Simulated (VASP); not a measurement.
Runs of VASP 6.6.1 on Pt2Se. The structure is that of space group P4/nmm (No. 129), or close to it. The cells are those of the table. 

```tsv
task	cell	k mesh	cutoff (eV)	gap on the mesh (eV)	pressure (GPa)	relaxed volume (Å³/atom)	largest force (eV/Å)
relaxation of cell and atoms	relaxed from a = 3.809, b = 3.809, c = 7.275 Å, 6 atoms	4 × 4 × 4	600	none	0.0	(b)	0.02
single point	a = 3.809, b = 3.809, c = 7.275 Å, 6 atoms	4 × 4 × 2	520	none	-0.3	-	(a)
single point	a = 3.811, b = 3.811, c = 7.257 Å, 6 atoms	10 × 10 × 6	520	none	-0.2	-	0.02
single point	a = 3.814, b = 3.814, c = 7.263 Å, 6 atoms	4 × 4 × 4	520	none	-0.4	-	0.01
relaxation of cell and atoms	relaxed from a = 3.763, b = 3.763, c = 7.897 Å, 6 atoms	4 × 4 × 2	600	none	0.2	18.94	0.02
```

Alike in all rows: level PBE; potentials or basis VASP PAW PBE potentials, release 64 (Pt, Se); no spin polarisation; smearing gaussian 0.1 eV.

Problem. Fill in the values left out.

Solution. (a) 0.03; (b) 17.58.

Caveats: some runs use coarse meshes; spin-orbit coupling is left out, which moves the levels of the heavy elements.

A k mesh can miss the band edges, and the runs leave out spin-orbit coupling on Pt, Se.

A gap of «none» marks levels without a gap at the run's occupations.
